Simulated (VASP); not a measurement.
# Ag (I4/mmm) in VASP: further runs

Runs on Ag. Level: PBE. Tasks: single point.

All numbers are computed with VASP 6.6.1; they aren't measurements. Logs are shortened: lines on timing, memory, paths and dates and some standing lists are left out, and cuts for length are marked.

## Step 1: The cell of the first run

The structure is tetragonal, space group I4/mmm (No. 139). The conventional cell has a = 2.687 Å, b = 2.687 Å, c = 4.940 Å, α = 90.00°, β = 90.00°, γ = 90.00°. Ag (site symmetry 4/mmm) has 12 Ag at 2.69 to 3.12 Å within 3.5 Å.

## Step 2: Single point, PBE

Input file INCAR:

```
SYSTEM = Ag
ALGO = Fast
EDIFF = 1E-6
ENCUT = 520
GGA = PE
ISIF = 2
ISMEAR = 0
LASPH = .True.
LCHARG = .False.
LREAL = .False.
LWAVE = .False.
NBANDS = 12
NELM = 100
PREC = Accurate
SIGMA = 0.15
```

Input file KPOINTS:

```
k-points
0
Gamma
  28 28 28
  0 0 0
```

Input file POSCAR:

```
Ag
1.0
    0.0000000000      1.8999534734      2.4699395154
    1.8999534734      0.0000000000      2.4699395154
    1.8999534734      1.8999534734      0.0000000000
Ag
1
Direct
    0.0000000000      0.0000000000      0.0000000000
```

Potentials or basis: VASP PAW PBE potentials, release 64 (Ag).

Run with:

```bash
$ cat potpaw_PBE.64/Ag/POTCAR > POTCAR
$ mpirun -np 1 vasp_std > vasp.out
```

OUTCAR:

```text
SYSTEM = Ag
   EDIFF = 1E-6
   ENCUT = 520
   GGA = PE
   ISIF = 2
   ISMEAR = 0
   LASPH = .True.
   LREAL = .False.
   NELM = 100
   PREC = Accurate

 ion  position               nearest neighbor table
   1  0.000  0.000  0.000-

  LATTYP: Found a body centered tetragonal cell.
 ALAT       =     2.6869399700
 C/A-ratio  =     1.8384776311

  Lattice vectors:

 A1 = (  -1.8999534734,   0.0000000000,   2.4699395154)
 A2 = (   1.8999534734,   0.0000000000,   2.4699395154)
 A3 = (   0.0000000000,   1.8999534734,  -2.4699395154)

Analysis of symmetry for initial positions (statically):
=====================================================================
 Subroutine PRICEL returns:
 Original cell was already a primitive cell.

 Routine SETGRP: Setting up the symmetry group for a
 body centered tetragonal supercell.

 Subroutine GETGRP returns: Found 16 space group operations
 (whereof 16 operations were pure point group operations)
 out of a pool of 16 trial point group operations.

The static configuration has the point symmetry D_4h.

Analysis of symmetry for dynamics (positions and initial velocities):
=====================================================================
 Subroutine PRICEL returns:
 Original cell was already a primitive cell.

 Routine SETGRP: Setting up the symmetry group for a
 body centered tetragonal supercell.

 Subroutine GETGRP returns: Found 16 space group operations
 (whereof 16 operations were pure point group operations)
 out of a pool of 16 trial point group operations.

The dynamic configuration has the point symmetry D_4h.

 Subroutine INISYM returns: Found 16 space group operations
 (whereof 16 operations are pure point group operations),
 and found     1 'primitive' translations

----------------------------------------------------------------------------------------

                                     Primitive cell

  volume of cell :      17.8321

  direct lattice vectors                    reciprocal lattice vectors
     0.000000000  1.899953473  2.469939515    -0.263164339  0.263164339  0.202434107
     1.899953473  0.000000000  2.469939515     0.263164339 -0.263164339  0.202434107
     1.899953473  1.899953473  0.000000000     0.263164339  0.263164339 -0.202434107

  length of vectors
     3.116155389  3.116155389  2.686939970     0.423663199  0.423663199  0.423663199

  position of ions in fractional coordinates (direct lattice)
     0.000000000  0.000000000  0.000000000

[... 77 lines left out ...]
   EDIFFG = 0.1E-04   stopping-criterion for IOM
   NSW    =      0    number of steps for IOM
   IBRION =     -1    ionic relax: 0-MD 1-quasi-New 2-CG
   NFREE  =      0    steps in history (QN), initial steepest desc. (CG)
   ISIF   =      2    stress and relaxation
   ISYM   =      2    0-nonsym 1-usesym 2-fastsym
   POTIM  = 0.5000    time-step for ionic-motion
   TEBEG  =    0.0;   TEEND  =   0.0 temperature during run
   PSTRESS=    0.0 pullay stress
   NELECT =      11.0000    total number of electrons
   NUPDOWN=      -1.0000    fix difference up-down
   EMIN   =  10.00;   EMAX   =-10.00  energy-range for DOS
   EFERMI =   0.00;   METHOD = LEGACY
   ISMEAR =     0;   SIGMA  =   0.15  broadening in eV -4-tet -1-fermi 0-gaus
   EFERMI_NEDOS =   21; number of points for ismear=-14 and -15
   IALGO  =     68    algorithm
   IMIX   =      4    mixing-type and parameters
     AMIX     =   0.40;   BMIX     =  1.00
     AMIX_MAG =   1.60;   BMIX_MAG =  1.00
  volume/ion in A,a.u.               =      17.83       120.34
  Fermi-wavevector in a.u.,A,eV,Ry     =   1.393601  2.633523 26.424181  1.942123
  Thomas-Fermi vector in A             =   2.517231
   LORBIT       =      0    0 simple, 1 ext, 2 COOP (PROOUT), +10 PAW based schemes
   GGA     = PE    functional components
   LHFCALC =     F    Hartree Fock is set to
   AEXX    =    0.0000 exact exchange contribution
   IVDW    =     0    specifies the selected vdW correction
   LEPSILON=     F    determine dielectric tensor
   LRPA    =     F    only Hartree local field effects (RPA)
 non-spin polarized calculation
 RMM-DIIS sequential band-by-band and
 Gauss-broadening in eV      SIGMA  =   0.15
  energy-cutoff  :      520.00
  volume of cell :       17.83
 maximum number of plane-waves:       495
   NGX = 11   NGY = 11   NGZ =  9

 number of electron      11.0000000 magnetization

 Free energy of the ion-electron system (eV)
  ---------------------------------------------------
  ext. energy  EPLUGINS =         0.00000000
  ---------------------------------------------------
  free energy    TOTEN  =        -2.58489203 eV

  energy without entropy =       -2.58210818  energy(sigma->0) =       -2.58350011

 E-fermi :   7.8601     XC(G=0): -11.9262

 val. band max:        7.8539227201   @ k =  -0.2500   0.2143   0.1429
 cond. band min:       7.8643622375   @ k =   0.4643   0.0357   0.2143
 fundamental gap:      0.0104395174
 Fermi energy:         7.8600538791

 k-point     1 :       0.0000    0.0000    0.0000
  band No.  band energies     occupation
      1       0.3906      2.00000
      2       2.0673      2.00000
      3       3.1070      2.00000
      4       3.8559      2.00000
      5       3.8559      2.00000
      6       4.8420      2.00000
      7      24.1610      0.00000
      8      24.6897      0.00000
      9      28.1418      0.00000
     10      28.1418      0.00000
     11      29.8507      0.00000
     12      30.2984      0.00000
[... 331 lines left out ...]
 k-point    24 :       0.3214    0.0357    0.0000
  band No.  band energies     occupation
      1       1.7925      2.00000
      2       2.6107      2.00000
      3       3.9166      2.00000
      4       4.0435      2.00000
      5       4.4708      2.00000
      6       4.5401      2.00000
      7      17.0543      0.00000
      8      20.9917      0.00000
      9      26.3315      0.00000
     10      27.4607      0.00000
     11      27.9430      0.00000
     12      32.4940      0.00000

 [... further k-points ...]
[... 5 lines left out ...]
  --------------------------------------------------------------------------------------
  -------------------------------------------------------------------------------------
  Total        1.0730951      1.0730951     -0.8235489      0.0000000      0.0000000     -0.0000000
  in kB       96.4154275     96.4154275    -73.9942081      0.0000000      0.0000000     -0.0000000
  external PRESSURE =      39.6122156 kB  Pullay stress =       0.0000000 kB

 VOLUME and BASIS-vectors are now :
 -----------------------------------------------------------------------------
  energy-cutoff  :      520.00
  volume of cell :       17.83
      direct lattice vectors                 reciprocal lattice vectors
     0.000000000  1.899953473  2.469939515    -0.263164339  0.263164339  0.202434107
     1.899953473  0.000000000  2.469939515     0.263164339 -0.263164339  0.202434107
     1.899953473  1.899953473  0.000000000     0.263164339  0.263164339 -0.202434107

 POSITION                                       TOTAL-FORCE (eV/Angst)
 -----------------------------------------------------------------------------------
      0.00000      0.00000      0.00000         0.000000     -0.000000      0.000000
 -----------------------------------------------------------------------------------
    total drift:                                0.000000      0.000000      0.000000

  FREE ENERGIE OF THE ION-ELECTRON SYSTEM (eV)
  ---------------------------------------------------
  free  energy   TOTEN  =        -2.5848920349 eV

  energy  without entropy=       -2.5821081752  energy(sigma->0) =       -2.58350011
```

It took 78 s on 1 thread of Intel Xeon 6975P-C (Granite Rapids), shared host; peak memory 0.42 GiB.

What came out:

| Item | Value |
| --- | --- |
| Free energy | -2.5849 eV |
| Pressure | 4.0 GPa |
| Band gap on the k mesh | zero (an odd number of electrons rules out a gap without spin polarisation) |

Stress tensor (GPa, compression positive):
```
 9.64  0.00  0.00
 0.00  9.64  0.00
 0.00  0.00 -7.40
```

Caveat: the cell stands under pressure.

## Step 3: Single point, PBE

This run uses another cell than the first one, of the same volume but with other edges.

Input file INCAR:

```
SYSTEM = Ag
  ALGO = Fast
  EDIFF = 1E-6
  ENCUT = 520
  GGA = PE
  ISIF = 2
  ISMEAR = 0
  LASPH = .TRUE.
  LCHARG = .FALSE.
  LREAL = .FALSE.
  LWAVE = .FALSE.
  NBANDS = 12
  NELM = 100
  PREC = Accurate
  SIGMA = 0.15
```

Input file KPOINTS:

```
k-points
0
G
  28 28 28
  0 0 0
```

Input file POSCAR:

```
Ag
1.0
    0.0000000000      2.1320373452      1.9614743576
    2.1320373452      0.0000000000      1.9614743576
    2.1320373452      2.1320373452      0.0000000000
Ag
1
Direct
    0.0000000000      0.0000000000      0.0000000000
```

Potentials or basis: VASP PAW PBE potentials, release 64 (Ag).

Run with:

```bash
$ cat potpaw_PBE.64/Ag/POTCAR > POTCAR
$ mpirun -np 1 vasp_std > vasp.out
```

Wall time 92 s (1 thread of Intel Xeon 6975P-C (Granite Rapids), shared host); peak memory 0.43 GiB.

The run converged. Its results:

- Free energy: -2.7139 eV
- Pressure: 0.1 GPa
- Band gap on the k mesh: zero (an odd number of electrons rules out a gap without spin polarisation)

Stress tensor (GPa, compression positive):
```
-0.39  0.00  0.00
 0.00 -0.39  0.00
 0.00  0.00  1.21
```

Levels at points of the mesh, in eV from the Fermi level:
```
           k point  band 2  band 3  band 4  band 5  band 6  band 7  band 8  band 9  band 10  band 11
(0.00, 0.00, 0.00)   -4.81   -4.81   -4.36   -3.98   -3.51   16.00   18.89   18.89    19.90    23.90
(0.50, 0.00, 0.00)   -4.93   -4.45   -3.11   -2.88   -0.29    3.37   14.79   16.46    18.79    21.39
(0.50, 0.50, 0.00)   -6.06   -3.02   -2.78   -2.78    2.61    7.75    9.46    9.46    15.66    15.73
(0.50, 0.00, 0.50)   -6.04   -3.05   -2.98   -2.66    1.18    5.72   10.91   11.01    17.13    17.25
```

## Step 4: Single point, PBE

This run uses another cell than the first one, of the same volume but with other edges.

Input file INCAR:

```
SYSTEM = Ag
  PREC = Accurate
  ENCUT = 520
  EDIFF = 1E-6
  ISMEAR = 0
  SIGMA = 0.15
  LREAL = .False.
  LASPH = .True.
  NELM = 100
  ALGO = Fast
  ISIF = 2
  LWAVE = .False.
  LCHARG = .False.
  GGA = PE
  NBANDS = 12
```

Input file KPOINTS:

```
regular mesh
0
Gamma
  28 28 28
  0 0 0
```

Input file POSCAR:

```
Ag
1.0
    0.0000000000      2.0087529227      2.2096282150
    2.0087529227      0.0000000000      2.2096282150
    2.0087529227      2.0087529227      0.0000000000
Ag
1
Direct
    0.0000000000      0.0000000000      0.0000000000
```

Run with:

```bash
$ cat potpaw_PBE.64/Ag/POTCAR > POTCAR
$ mpirun -np 1 vasp_std > vasp.out
```

It took 87 s on 1 thread of Intel Xeon 6975P-C (Granite Rapids), shared host; peak memory 0.43 GiB.

The run converged. Its results:

| Item | Value |
| --- | --- |
| Free energy | -2.7061 eV |
| Pressure | 0.4 GPa |
| Band gap on the k mesh | zero (an odd number of electrons rules out a gap without spin polarisation) |

Stress tensor (GPa, compression positive):
```
 1.74  0.00  0.00
 0.00  1.74  0.00
 0.00  0.00 -2.40
```

Levels at points of the mesh, in eV from the Fermi level:
```
           k point  band 2  band 3  band 4  band 5  band 6  band 7  band 8  band 9  band 10  band 11
(0.00, 0.00, 0.00)   -5.06   -4.47   -4.47   -4.06   -3.45   16.02   18.49   19.57    19.57    23.84
(0.50, 0.00, 0.00)   -4.96   -4.44   -3.10   -2.89   -0.29    3.37   14.35   17.18    18.55    20.87
(0.50, 0.50, 0.00)   -6.11   -2.99   -2.84   -2.84    0.66    4.91   11.56   11.56    17.70    17.79
(0.50, 0.00, 0.50)   -6.02   -3.06   -3.03   -2.56    2.17    7.15    9.93    9.94    16.16    16.21
```

## Step 5: Single point, PBE

This run uses another cell than the first one, of the same volume but with other edges.

Input file INCAR:

```
PREC = Accurate ; ENCUT = 520
EDIFF = 1E-7 ; ISMEAR = 0
SIGMA = 0.15 ; LREAL = False
LASPH = True ; NELM = 80
ALGO = Fast ; ISIF = 2
LWAVE = False ; LCHARG = False
GGA = PE ; NBANDS = 12
```

Input file KPOINTS:

```
regular mesh
0
Gamma
  28 28 28
```

Input file POSCAR:

```
Ag
1.0
    0.0000000000      2.3937913749      1.5559643937
    2.3937913749      0.0000000000      1.5559643937
    2.3937913749      2.3937913749      0.0000000000
Ag
1
Direct
    0.0000000000      0.0000000000      0.0000000000
```

Potentials or basis: VASP PAW PBE potentials, release 64 (Ag).

Run with:

```bash
$ cat potpaw_PBE.64/Ag/POTCAR > POTCAR
$ mpirun -np 1 vasp_std > vasp.out
```

OUTCAR:

```text
PREC = Accurate
   ENCUT = 520
   EDIFF = 1E-7
   ISMEAR = 0
   LREAL = False
   LASPH = True
   NELM = 80
   ISIF = 2
   GGA = PE

 ion  position               nearest neighbor table
   1  0.000  0.000  0.000-

  LATTYP: Found a body centered tetragonal cell.
 ALAT       =     3.3853322279
 C/A-ratio  =     0.9192388156

  Lattice vectors:

 A1 = (   0.0000000000,  -2.3937913749,  -1.5559643937)
 A2 = (   0.0000000000,   2.3937913749,  -1.5559643937)
[... 541 lines left out ...]
     12      30.4940      0.00000

 [... further k-points ...]

------------------------ aborting loop because EDIFF is reached ----------------------------------------

  FORCE on cell =-STRESS in cart. coord.  units (eV):
  Direction    XX          YY          ZZ          XY          YZ          ZX
  --------------------------------------------------------------------------------------
  -------------------------------------------------------------------------------------
  Total        0.0912911      0.0912911      0.0644694      0.0000000      0.0000000      0.0000000
  in kB        8.2023237      8.2023237      5.7924447      0.0000000      0.0000000      0.0000000
  external PRESSURE =       7.3990307 kB  Pullay stress =       0.0000000 kB

 VOLUME and BASIS-vectors are now :
 -----------------------------------------------------------------------------
  energy-cutoff  :      520.00
  volume of cell :       17.83
      direct lattice vectors                 reciprocal lattice vectors
     0.000000000  2.393791375  1.555964394    -0.208873674  0.208873674  0.321344114
     2.393791375  0.000000000  1.555964394     0.208873674 -0.208873674  0.321344114
     2.393791375  2.393791375  0.000000000     0.208873674  0.208873674 -0.321344114

 POSITION                                       TOTAL-FORCE (eV/Angst)
 -----------------------------------------------------------------------------------
      0.00000      0.00000      0.00000        -0.000000      0.000000      0.000000
 -----------------------------------------------------------------------------------
    total drift:                               -0.000000     -0.000000      0.000000

  FREE ENERGIE OF THE ION-ELECTRON SYSTEM (eV)
  ---------------------------------------------------
  free  energy   TOTEN  =        -2.6890733267 eV

  energy  without entropy=       -2.6855160925  energy(sigma->0) =       -2.68729471
```

stdout:

```text
POSCAR found type information on POSCAR Ag
 POSCAR found :  1 types and       1 ions
 scaLAPACK will be used
 LDA part: xc-table for (Slater+PW92), standard interpolation
 POSCAR, INCAR and KPOINTS ok, starting setup
 FFT: planning ... GRIDC
 FFT: planning ... GRID_SOFT
 FFT: planning ... GRID
 WAVECAR not read
 entering main loop
```

It took 2.1 min on 1 thread of Intel Xeon 6975P-C (Granite Rapids), shared host; peak memory 0.44 GiB.

Results:

```yaml
Free_energy: -2.6891 eV
Pressure: 0.7 GPa
Band_gap_on_the_k_mesh: zero (an odd number of electrons rules out a gap without spin polarisation)
```

Stress tensor (GPa, compression positive):
```
0.82 0.00 0.00
0.00 0.82 0.00
0.00 0.00 0.58
```

## Step 6: Single point, PBE

This run uses another cell than the first one, of the same volume but with other edges.

Input file INCAR:

```
SYSTEM = Ag
  PREC = Accurate
  ENCUT = 520
  EDIFF = 1E-6
  ISMEAR = 0
  SIGMA = 0.15
  LREAL = .FALSE.
  LASPH = .TRUE.
  NELM = 60
  ALGO = Fast
  ISIF = 2
  LWAVE = .FALSE.
  LCHARG = .FALSE.
  GGA = PE
  NBANDS = 12
```

Input file KPOINTS:

```
Automatic mesh
0
G
  28 28 28
  0 0 0
```

Input file POSCAR:

```
Ag
1.0
    0.0000000000      1.8114526944      2.7171790416
    1.8114526944      0.0000000000      2.7171790416
    1.8114526944      1.8114526944      0.0000000000
Ag
1
Direct
    0.0000000000      0.0000000000      0.0000000000
```

Potentials or basis: VASP PAW PBE potentials, release 64 (Ag).

Run with:

```bash
$ cat potpaw_PBE.64/Ag/POTCAR > POTCAR
$ mpirun -np 1 vasp_std > vasp.out
```

OUTCAR:

```text
SYSTEM = Ag
   PREC = Accurate
   ENCUT = 520
   EDIFF = 1E-6
   ISMEAR = 0
   LREAL = .FALSE.
   LASPH = .TRUE.
   NELM = 60
   ISIF = 2
   GGA = PE

 ion  position               nearest neighbor table
   1  0.000  0.000  0.000-

  LATTYP: Found a body centered tetragonal cell.
 ALAT       =     2.5617809680
 C/A-ratio  =     2.1213203436

  Lattice vectors:

 A1 = (  -1.8114526944,   0.0000000000,   2.7171790416)
 A2 = (   1.8114526944,   0.0000000000,   2.7171790416)
 A3 = (   0.0000000000,   1.8114526944,  -2.7171790416)
[... 540 lines left out ...]

 [... further k-points ...]

------------------------ aborting loop because EDIFF is reached ----------------------------------------

  FORCE on cell =-STRESS in cart. coord.  units (eV):
  Direction    XX          YY          ZZ          XY          YZ          ZX
  --------------------------------------------------------------------------------------
  -------------------------------------------------------------------------------------
  Total        2.6692992      2.6692992     -1.1752047      0.0000000     -0.0000000      0.0000000
  in kB      239.8311506    239.8311506   -105.5897699      0.0000000     -0.0000000      0.0000000
  external PRESSURE =     124.6908438 kB  Pullay stress =       0.0000000 kB

 VOLUME and BASIS-vectors are now :
 -----------------------------------------------------------------------------
  energy-cutoff  :      520.00
  volume of cell :       17.83
      direct lattice vectors                 reciprocal lattice vectors
     0.000000000  1.811452694  2.717179042    -0.276021561  0.276021561  0.184014374
     1.811452694  0.000000000  2.717179042     0.276021561 -0.276021561  0.184014374
     1.811452694  1.811452694  0.000000000     0.276021561  0.276021561 -0.184014374

 POSITION                                       TOTAL-FORCE (eV/Angst)
 -----------------------------------------------------------------------------------
      0.00000      0.00000      0.00000         0.000000      0.000000      0.000000
 -----------------------------------------------------------------------------------
    total drift:                                0.000000      0.000000      0.000000

  FREE ENERGIE OF THE ION-ELECTRON SYSTEM (eV)
  ---------------------------------------------------
  free  energy   TOTEN  =        -2.3156459612 eV

  energy  without entropy=       -2.3127621675  energy(sigma->0) =       -2.31420406
```

stdout:

```text
POSCAR found type information on POSCAR Ag
 POSCAR found :  1 types and       1 ions
 scaLAPACK will be used
 LDA part: xc-table for (Slater+PW92), standard interpolation
 POSCAR, INCAR and KPOINTS ok, starting setup
 FFT: planning ... GRIDC
 FFT: planning ... GRID_SOFT
 FFT: planning ... GRID
 WAVECAR not read
 entering main loop
```

Wall time 80 s (1 thread of Intel Xeon 6975P-C (Granite Rapids), shared host); peak memory 0.43 GiB.

What came out:

- Free energy: -2.3156 eV
- Pressure: 12.5 GPa
- Band gap on the k mesh: zero (an odd number of electrons rules out a gap without spin polarisation)

Caveat: the cell stands under pressure.

## Step 7: Summary

```tsv
cell	further INCAR settings	gap on the mesh (eV)	pressure (GPa)
a = 3.116, b = 3.116, c = 2.687 Å, angles 64.5, 64.5, 51.1°, 1 atom	ALGO = Fast; EDIFF = 1e-06; NBANDS = 12	none	4.0
a = 2.897, b = 2.897, c = 3.015 Å, angles 58.6, 58.6, 62.7°, 1 atom	ALGO = Fast; EDIFF = 1e-06; NBANDS = 12	none	0.1
a = 2.986, b = 2.986, c = 2.841 Å, angles 61.6, 61.6, 56.8°, 1 atom	ALGO = Fast; EDIFF = 1e-06; NBANDS = 12	none	0.4
a = 2.855, b = 2.855, c = 3.385 Å, angles 53.6, 53.6, 72.7°, 1 atom	ALGO = Fast; EDIFF = 1e-07; NBANDS = 12	none	0.7
a = 3.266, b = 3.266, c = 2.562 Å, angles 66.9, 66.9, 46.2°, 1 atom	ALGO = Fast; EDIFF = 1e-06; NBANDS = 12	none	12.5
```

Alike in all rows: task single point; level PBE; potentials or basis VASP PAW PBE potentials, release 64 (Ag); no spin polarisation; k mesh 28 × 28 × 28; cutoff (eV) 520; smearing gaussian 0.15 eV.

Caveats: the cell stands under pressure (at least some runs).

Absolute energies hang on the potentials; compare differences alone.
